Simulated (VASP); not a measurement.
NaF (Villiaumite):

```
CELL_PARAMETERS angstrom
0.00000 2.28864 2.28864
2.28864 0.00000 2.28864
2.28864 2.28864 0.00000
ATOMIC_POSITIONS crystal
Na 0.00000 0.00000 0.00000
F 0.50000 0.50000 0.50000
```

Program: VASP 6.6.1. Alike in all runs: task single point; no spin polarisation; cell as given; cutoff (eV) 520; smearing fermi-dirac 0.05 eV.

Q: Order these runs on this cell by their pressure, lowest first.
A. level PBEsol; potentials or basis VASP PAW PBE potentials, release 64 (Na_pv, F); k mesh 10 × 10 × 10
B. level LDA; potentials or basis VASP PAW LDA potentials, release 64 (Na_pv, F); k mesh 8 × 8 × 8
C. level r2SCAN; potentials or basis VASP PAW PBE potentials, release 64 (Na_pv, F); k mesh 10 × 10 × 10

A: B (-2.7 GPa), C (-0.3 GPa), A (1.8 GPa).

Caveats: the PAW data sets were made with another functional, which shifts forces and pressure a little (some runs).
